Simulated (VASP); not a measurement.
C:

```
CELL_PARAMETERS angstrom
0.00000 1.49001 1.49001
1.49001 0.00000 1.49001
1.49001 1.49001 0.00000
ATOMIC_POSITIONS crystal
C 0.00000 0.00000 0.00000
```

- Program: VASP 6.6.1
- Task: relaxation of cell and atoms
- Functional: r2SCAN
- Potentials or basis: VASP PAW PBE potentials, release 64 (C)
- Cutoff: 600 eV
- k mesh: 18 × 18 × 18
- Occupations: fermi-dirac, width 0.1 eV
- Spin: no spin polarisation

At the start: pressure 21.9 GPa; volume 6.62 Å³/atom.

Problem. Where does the relaxation end?

Solution. Over 3 steps the energy falls by 50.5 meV/atom and the volume is 7.42 Å³/atom (+12.1 %); space group Fm-3m (No. 225, to 0.1 Å) before and after.

Step by step:
```tsv
step	energy change (eV)	largest force (eV/Å)	pressure (GPa)	volume (Å³)
1	0.0000	0.0000	21.92	6.62
2	-0.0499	0.0000	-2.02	7.52
3	-0.0505	0.0000	0.07	7.42
```

Final structure:
```cif
data_structure
_symmetry_space_group_name_H-M 'P 1'
_symmetry_Int_Tables_number 1
_cell_length_a 2.1892
_cell_length_b 2.1892
_cell_length_c 2.1892
_cell_angle_alpha 60.000
_cell_angle_beta 60.000
_cell_angle_gamma 60.000
_cell_volume 7.42
loop_
_atom_site_label
_atom_site_type_symbol
_atom_site_fract_x
_atom_site_fract_y
_atom_site_fract_z
_atom_site_occupancy
C1 C 0.00000 0.00000 0.00000 1
```

Caveat: the PAW data sets were made with another functional, which shifts forces and pressure a little.
